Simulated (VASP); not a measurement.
A run of VASP 6.6.1:

INCAR

```
SYSTEM = GaF
PREC = Accurate
ENCUT = 520
EDIFF = 1E-6
ISMEAR = -1
SIGMA = 0.05
LREAL = .False.
LASPH = .True.
NELM = 80
ALGO = Normal
ISIF = 2
LWAVE = .False.
LCHARG = .False.
GGA = PE
NBANDS = 17
```

Contents of KPOINTS:

```
regular mesh
0
Gamma
  8 8 8
  0 0 0
```

Contents of POSCAR:

```
GaF
1.0
    0.0000000000      2.9020627997      2.9020627997
    2.9020627997      0.0000000000      2.9020627997
    2.9020627997      2.9020627997      0.0000000000
Ga F
1 1
Direct
    0.2500000000      0.2500000000      0.2500000000
    0.0000000000      0.0000000000      0.0000000000
```

Potentials or basis: VASP PAW PBE potentials, release 64 (Ga_d, F).

Launch:

```sh
$ cat potpaw_PBE.64/Ga_d/POTCAR potpaw_PBE.64/F/POTCAR > POTCAR
$ mpirun -np 1 vasp_std > vasp.out
```

Hardware: 1 thread of Intel Xeon 6975P-C, on a shared host.

Problem. Estimate the wall time of this run.

Solution. Wall time 26 s on 1 thread of Intel Xeon 6975P-C, on a shared host, peak memory 0.18 GiB. Counts: scf iterations 13, k points 29.
